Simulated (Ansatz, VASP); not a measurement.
# CaSe: VASP beside Ansatz

Contents of POSCAR:

```
CaSe
1.0
    0.0000000000      3.2795060436      3.2795060436
    3.2795060436      0.0000000000      3.2795060436
    3.2795060436      3.2795060436      0.0000000000
Ca Se
1 1
Direct
    0.0000000000      0.0000000000      0.0000000000
    0.2500000000      0.2500000000      0.2500000000
```

INCAR.step1

```
SYSTEM = CaSe
ALGO = Normal
EDIFF = 1E-4
ENCUT = 520
GGA = PE
ISMEAR = -4
LASPH = .True.
LCHARG = .False.
LREAL = .False.
LWAVE = .True.
NBANDS = 15
NELM = 60
PREC = Accurate
SIGMA = 0.1
```

INCAR.step2

```
SYSTEM = CaSe
ALGO = Normal
EDIFF = 1E-6
ENCUT = 520
ISIF = 2
ISMEAR = -4
ISTART = 1
LASPH = .True.
LCHARG = .True.
LELF = .True.
LMIXTAU = .True.
LREAL = .False.
LVHAR = .True.
LWAVE = .False.
METAGGA = R2SCAN
NBANDS = 15
NELM = 60
PREC = Accurate
SIGMA = 0.1
```

Contents of KPOINTS:

```
k-points
0
Gamma
  6 6 6
  0 0 0
```

Input for Ansatz:

```yaml
crystal:
  lattice:
    - [0.0, 3.2795060436, 3.2795060436]
    - [3.2795060436, 0.0, 3.2795060436]
    - [3.2795060436, 3.2795060436, 0.0]
  atoms:
    - { symbol: Ca, position: [0.0, 0.0, 0.0] }
    - { symbol: Se, position: [0.25, 0.25, 0.25] }
basis:
  ecutwfc: 500
  ecutrho_ratio: 4
kpoints:
  mp_grid: { grid: [6, 6, 6] }
hamiltonian:
  xc: r2scan
scf:
  occupations: { method: tetrahedron_uncorrected }
  mixing: { preconditioner: kerker }
output:
  forces: true
  stress: true
  write_density: true
  write_potential: true
  elf: true
  volumetric_format: npy
```

Alike in both runs: task single point; functional r2SCAN; k mesh 6 × 6 × 6; no spin polarisation.

|  | VASP | Ansatz |
| --- | --- | --- |
| version | VASP 6.6.1 | Ansatz 0.2.0 |
| potentials or method | VASP PAW PBE potentials, release 64 (Ca_sv, Se), cutoff 520 eV | scalar-relativistic, plane waves, PAW |
| occupations | tetrahedron | tetrahedron-uncorrected |
| valence electrons in the cell | 16 | 26 |

Ansatz gave:

* gap on the k mesh at the Fermi level (eV): 3.70
* pressure (GPa): 0.0

Q: Estimate VASP's values.

A: gap on the k mesh at the Fermi level (eV): 3.69; pressure (GPa): 0.2.

VASP's potentials were made for PBE, not for r2SCAN. VASP's potentials hold 16 valence electrons a cell and Ansatz's 26, so a difference there can come from the potentials and not from the codes. Ansatz's warnings: band table not solved further.
